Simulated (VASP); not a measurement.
# C (R-3m) in VASP: notebook, part 3 of 3

VASP 6.6.1.

## (4) G0W0 quasiparticle levels, PBE

This run uses another cell than the first one, of 5.32 Å³/atom.

Input file POSCAR:

```
C
1.0
    0.0392608608      1.7659812790      1.7659812790
    1.7659812790      0.0392608608      1.7659812790
    1.7659812790      1.7659812790      0.0392608608
C
2
Direct
    0.0002892538      0.0002892538      0.0002892538
    0.2497107462      0.2497107462      0.2497107462
```

Input file INCAR.step1:

```
ALGO = Normal ; EDIFF = 1E-8
ENCUT = 500 ; GGA = PE
ISMEAR = 0 ; LASPH = True
LCHARG = False ; LREAL = False
LWAVE = True ; NELM = 60
PREC = Accurate ; SIGMA = 0.01
```

Input file INCAR.step2:

```
ALGO = Exact ; EDIFF = 1E-8
ENCUT = 500 ; GGA = PE
ISMEAR = 0 ; ISTART = 1
LASPH = True ; LCHARG = False
LOPTICS = True ; LREAL = False
LWAVE = True ; NBANDS = 48
NELM = 1 ; PREC = Accurate
SIGMA = 0.01
```

Input file INCAR.step3:

```
ALGO = EVGW0 ; EDIFF = 1E-8
ENCUT = 500 ; ENCUTGW = 150.0
GGA = PE ; ISMEAR = 0
ISTART = 1 ; LASPH = True
LCHARG = False ; LREAL = False
LWAVE = False ; NBANDS = 48
NBANDSGW = 12 ; NELMGW = 1
NOMEGA = 48 ; PREC = Accurate
PRECFOCK = Fast ; SIGMA = 0.01
```

Input file KPOINTS:

```
k-points
0
Gamma
  6 6 6
```

Potentials or basis: VASP PAW PBE potentials, release 64 (C_GW).

Started as:

```sh
cat potpaw_PBE.64/C_GW/POTCAR > POTCAR
cp INCAR.step1 INCAR
mpirun -np 1 vasp_std > vasp.out
cp INCAR.step2 INCAR
mpirun -np 1 vasp_std > vasp.out
cp INCAR.step3 INCAR
mpirun -np 1 vasp_std > vasp.out
```

OUTCAR:

```text
EDIFF = 1E-8
   ENCUT = 500
   ENCUTGW = 150.0
   GGA = PE
   ISMEAR = 0
   ISTART = 1
   LASPH = True
   LREAL = False
   NELMGW = 1
   PREC = Accurate
   PRECFOCK = Fast

 ion  position               nearest neighbor table
   1  0.000  0.000  0.000-   2 1.50   2 1.50   2 1.50   2 1.54
   2  0.250  0.250  0.250-   1 1.50   1 1.50   1 1.50   1 1.54

  LATTYP: Found a trigonal (rhomboedric) cell.
 ALAT       =     2.4977832514
 COS(alpha) =     0.5221027288

  Lattice vectors:

 A1 = (   0.0392608608,   1.7659812790,   1.7659812790)
 A2 = (   1.7659812790,   0.0392608608,   1.7659812790)
 A3 = (   1.7659812790,   1.7659812790,   0.0392608608)

Analysis of symmetry for initial positions (statically):
=====================================================================
 Subroutine PRICEL returns:
 Original cell was already a primitive cell.

 Routine SETGRP: Setting up the symmetry group for a
 trigonal (rhombohedral) supercell.

 Subroutine GETGRP returns: Found 12 space group operations
 (whereof  6 operations were pure point group operations)
 out of a pool of 12 trial point group operations.

The static configuration has the point symmetry C_3v.
 The point group associated with its full space group is D_3d.

Analysis of symmetry for dynamics (positions and initial velocities):
=====================================================================
 Subroutine PRICEL returns:
 Original cell was already a primitive cell.

 Routine SETGRP: Setting up the symmetry group for a
 trigonal (rhombohedral) supercell.
[... 123 lines left out ...]
   IALGO  =     38    algorithm
   IMIX   =      4    mixing-type and parameters
     AMIX     =   0.40;   BMIX     =  1.00
     AMIX_MAG =   1.60;   BMIX_MAG =  1.00
  volume/ion in A,a.u.               =       5.32        35.93
  Fermi-wavevector in a.u.,A,eV,Ry     =   1.488279  2.812440 30.136572  2.214976
  Thomas-Fermi vector in A             =   2.601334
   LORBIT       =      0    0 simple, 1 ext, 2 COOP (PROOUT), +10 PAW based schemes
   GGA     = PE    functional components
   LHFCALC =     T    Hartree Fock is set to
   PRECFOCK=fast      Normal, Fast or Accurate (Low or Medium for compatibility)
   ENCUT4O =  -1.0   cutoff for four orbital integrals eV
   NKREDX  =     1    reduce k-point grid by
   NKREDY  =     1    reduce k-point grid by
   NKREDZ  =     1    reduce k-point grid by
   AEXX    =    1.0000 exact exchange contribution
   HFSCREEN=    0.0000 screening length (either q_TF or 0.3 A-1)
   HFSCREENC=   0.0000 screening length for correlation (either q_TF or 0.3 A-1)
   ENCUTFOCK=  -1.0 apply spherical cutoff to Coloumb kernel
   IVDW    =     0    specifies the selected vdW correction
   LEPSILON=     F    determine dielectric tensor
   LRPA    =     F    only Hartree local field effects (RPA)
   LRPAFORCE           =     F    calculate RPA forces
   ENCUTGW             = 150.0    cutoff for response function in eV
   ENCUTGWSOFT         = 120.0    soft cutoff for Coulomb kernel in GW response function in eV
   ENCUTLF             =  -1.0    cutoff for local field effects
   NELMGW              =     1    number of iterations in solving QP/BSE equation
   NELMHF              =     1    number of iterations in the inner HF iteration
   NKREDLFX            =     1    NKREDLFY  =   1   NKREDLFZ  =   1
 non-spin polarized calculation
 Gauss-broadening in eV      SIGMA  =   0.01
  energy-cutoff  :      500.00
  volume of cell :       10.65
 maximum number of plane-waves:       279
  NGX = 12; NGY = 12; NGZ = 12
   NGX =  9   NGY =  9   NGZ =  9
 maximum number of plane-waves:        53
 NGX is ok and might be reduce to    10

 QP shifts <psi_nk| G(iteration)W_0 |psi_nk>: iteration 1
 for sc-GW calculations column KS-energies equals QP-energies in previous step
 and V_xc(KS)=  KS-energies - (<T + V_ion + V_H > + <T+V_H+V_ion>^1  + <V_x>^1)

 k-point   1 :       0.0000    0.0000    0.0000
  band No.  KS-energies  QP-energies   sigma(KS)   V_xc(KS)     V^pw_x(r,r')   Z            occupation Imag(sigma)

      1     -11.6441     -13.2842     -17.1525     -14.9869     -25.8356       0.7574       2.0000       1.4549
      2      10.5830      10.0696     -17.5029     -16.8843     -19.2638       0.8301       2.0000       0.0676
      3      10.7583      10.2576     -17.7044     -17.1013     -19.5964       0.8301       2.0000       0.0710
      4      10.7583      10.2576     -17.7044     -17.1013     -19.5964       0.8301       2.0000       0.0710
      5      15.7536      16.9155     -14.2622     -15.6645      -9.6366       0.8286       0.0000      -0.0928
      6      16.8034      18.0378     -14.2732     -15.7669      -9.4294       0.8264       0.0000      -0.0991
      7      16.8034      18.0378     -14.2732     -15.7669      -9.4294       0.8264       0.0000      -0.0991
      8      25.5968      26.7399     -14.9742     -16.4499      -7.5874       0.7746       0.0000      -0.2671
      9      30.8635      31.3295     -11.6292     -12.2042      -4.4665       0.8103       0.0000      -0.4101
     10      37.9718      39.1666     -12.7717     -14.2081      -6.0931       0.8318       0.0000      -0.5830
     11      37.9718      39.1666     -12.7717     -14.2081      -6.0931       0.8318       0.0000      -0.5830
     12      38.6081      39.2353     -11.1384     -11.8971      -3.4387       0.8267       0.0000      -0.9425
[... 356 lines left out ...]
      1      -2.1490      -3.4911     -17.8084     -16.0469     -23.8229       0.7619       2.0000       0.3965
      2      -1.6840      -3.0143     -17.6898     -15.9457     -23.5566       0.7627       2.0000       0.3719
      3       2.2702       1.1802     -16.6463     -15.2775     -20.5760       0.7963       2.0000       0.1656
      4       2.5185       1.4346     -16.7727     -15.4107     -20.7319       0.7958       2.0000       0.1630
      5      18.7141      19.6513     -13.2161     -14.3499      -7.7612       0.8266       0.0000      -0.1244
      6      19.7386      20.7077     -13.2891     -14.4620      -7.7378       0.8263       0.0000      -0.1286
      7      25.5245      27.0176     -14.4170     -16.3303      -7.0452       0.7803       0.0000      -0.2742
      8      26.5754      28.1188     -14.5653     -16.5509      -7.0058       0.7773       0.0000      -0.2960
      9      33.2517      34.6064     -13.7855     -15.5086      -5.5811       0.7862       0.0000      -0.6101
     10      33.6086      34.9943     -13.8616     -15.6246      -5.6002       0.7860       0.0000      -0.6282
     11      42.0959      43.1623     -12.4176     -13.7346      -4.3864       0.8097       0.0000      -1.0434
     12      42.8825      43.9666     -12.4204     -13.7580      -4.3618       0.8105       0.0000      -1.0982

 [... further k-points ...]
```

OUTCAR.step2:

```text
EDIFF = 1E-8
   ENCUT = 500
   GGA = PE
   ISMEAR = 0
[... 1015 lines left out ...]
  --------------------------------------------------------------------------------------------------------------
     0.00000     6.18780     6.18780     6.18780     0.13893     0.13893     0.13893
     1.90519     6.37512     6.37512     6.37512     0.15459     0.15459     0.15459
     3.81039     7.15029     7.15029     7.15029     0.24722     0.24722     0.24722
     5.71558     8.45810     8.45810     8.45810    -0.53791    -0.53791    -0.53791
     7.62077    12.60502    12.60502    12.60502     2.61107     2.61107     2.61107
     9.52597    11.33156    11.33156    11.33156    -0.73076    -0.73076    -0.73076
[... 92 lines left out ...]
   186.70894     0.96920     0.96920     0.96920     0.00002     0.00002     0.00002
   188.61413     0.96985     0.96985     0.96985     0.00002     0.00002     0.00002
```

Run time: 58 s. Hardware: 1 thread of Intel Xeon 6975P-C (Granite Rapids), shared host; peak memory 0.21 GiB.

Results:

| Item | Value |
| --- | --- |
| Quasiparticle gap | 5.49 eV |
| Least direct quasiparticle gap | 6.66 eV |
| Band gap of the starting levels on the mesh | 4.21 eV |
| Least direct gap of the starting levels on the mesh | 5.00 eV |

Caveat: the k points lie up to 0.52 Å⁻¹ apart; the cutoff is under 1.25 times the usual one of these potentials, so pressure, stress and relaxed cells hold a basis-set (Pulay) error; bands, screening cutoff and mesh are small and nothing is extrapolated, so the quasiparticle values aren't converged.
